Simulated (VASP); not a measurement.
Input of a VASP 6.6.1 run:

Contents of INCAR:

```
PREC     = Accurate       # precision mode
ENCUT    = 520            # plane-wave cutoff, eV
EDIFF    = 1E-7           # SCF threshold, eV
ISMEAR   = 0              # smearing method
SIGMA    = 0.1            # smearing width, eV
LREAL    = False          # projectors in reciprocal space
LASPH    = True           # aspherical terms in the spheres
NELM     = 100            # most SCF steps
ALGO     = Fast           # electronic algorithm
ISIF     = 2              # what is computed and relaxed
LWAVE    = False          # write WAVECAR
LCHARG   = False          # write CHGCAR
LDIPOL   = True         
IDIPOL   = 3            
DIPOL    = 0.5 0.5 0.500
GGA      = PE             # functional
NBANDS   = 63             # bands
```

The input KPOINTS:

```
regular mesh
0
Gamma
  12 12 1
```

The input POSCAR:

```
CuO
1.0
    2.9487853386      0.0000000000      0.0000000000
    0.0075954037      2.9487755566      0.0000000000
    0.0000000000      0.0000000000     29.1655364807
O Cu
6 6
Direct
    0.5001622569      0.5004209878      0.2632570261
    0.5004849241      0.5004243487      0.3453913686
    0.5004957574      0.5005417027      0.4334907166
    0.5006518537      0.5005496765      0.5219000862
    0.5006587123      0.5006943589      0.6099500046
    0.5007850955      0.5007008544      0.6985081583
    0.5003532121      0.0004223540      0.3012570339
    0.0004871175      0.5004792458      0.3894591302
    0.5005780451      0.0005474873      0.4775126755
    0.0006546714      0.5006238398      0.5659873766
    0.5007163497      0.0006917560      0.6543236922
    0.0007914514      0.5007228351      0.7389627314
```

Potentials or basis: VASP PAW PBE potentials, release 64 (O, Cu).

Launch:

```sh
$ cat potpaw_PBE.64/O/POTCAR potpaw_PBE.64/Cu/POTCAR > POTCAR
$ mpirun -np 1 vasp_std > vasp.out
```

Estimate the band gap on the k mesh.

zero (bands 51 and 52 overlap by 0.56 eV).

What does it give for the largest force?

0.118 eV/Å.

Forces in eV/Å, atoms in the order of the input:
```
O    0.000  0.000 -0.118
O    0.000  0.000 -0.005
O    0.000  0.000 -0.002
O    0.000  0.000 -0.002
O    0.000  0.000  0.001
O    0.000  0.000 -0.008
Cu   0.000  0.000  0.064
Cu   0.000  0.000  0.000
Cu   0.000  0.000  0.002
Cu   0.000  0.000  0.000
Cu   0.000  0.000 -0.006
Cu   0.000  0.000  0.074
```

Caveat: semilocal functionals often make such compounds metallic where correlation or magnetic order opens a gap, which also shifts bond lengths. With open d or f shells a metallic result of PBE can be an artefact of self-interaction; +U or a hybrid may open a gap.
